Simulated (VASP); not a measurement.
A run of VASP 6.6.1:

The input INCAR:

```
SYSTEM = SnSe2
PREC = Accurate
ENCUT = 500
EDIFF = 1E-6
ISMEAR = -1
SIGMA = 0.02
LREAL = .FALSE.
LASPH = .TRUE.
NELM = 200
ALGO = Normal
ISIF = 2
LWAVE = .FALSE.
LCHARG = .TRUE.
MAGMOM = 0 0 0 0 0 0 0 0 0
LORBIT = 11
LSORBIT = .TRUE.
GGA_COMPAT = .FALSE.
LORBMOM = .TRUE.
GGA = PE
LVHAR = .TRUE.
NBANDS = 39
```

Contents of KPOINTS:

```
Automatic mesh
0
G
  12 12 4
  0 0 0
```

Contents of POSCAR:

```
SnSe2
1.0
    3.8251491972      0.0000000000      0.0000000000
   -1.9125745986      3.3126763781      0.0000000000
    0.0000000000      0.0000000000      6.2270814759
Sn Se
1 2
Direct
    0.0000000000      0.0000000000      0.0000000000
    0.3333333333      0.6666666667      0.2530781097
    0.6666666667      0.3333333333      0.7469218903
```

Potentials or basis: VASP PAW PBE potentials, release 64 (Sn_d, Se).

The run is started by

```console
$ cat potpaw_PBE.64/Sn_d/POTCAR potpaw_PBE.64/Se/POTCAR > POTCAR
$ mpirun -np 1 vasp_ncl > vasp.out
```

Hardware: 1 thread of Oxide Virtual Turin-like Processor, on a shared host.

Estimate the wall time of this run.

Run time: 7.6 min on 1 thread of Oxide Virtual Turin-like Processor (shared host), peak memory 0.48 GiB. Counts: scf iterations 13, k points 69.
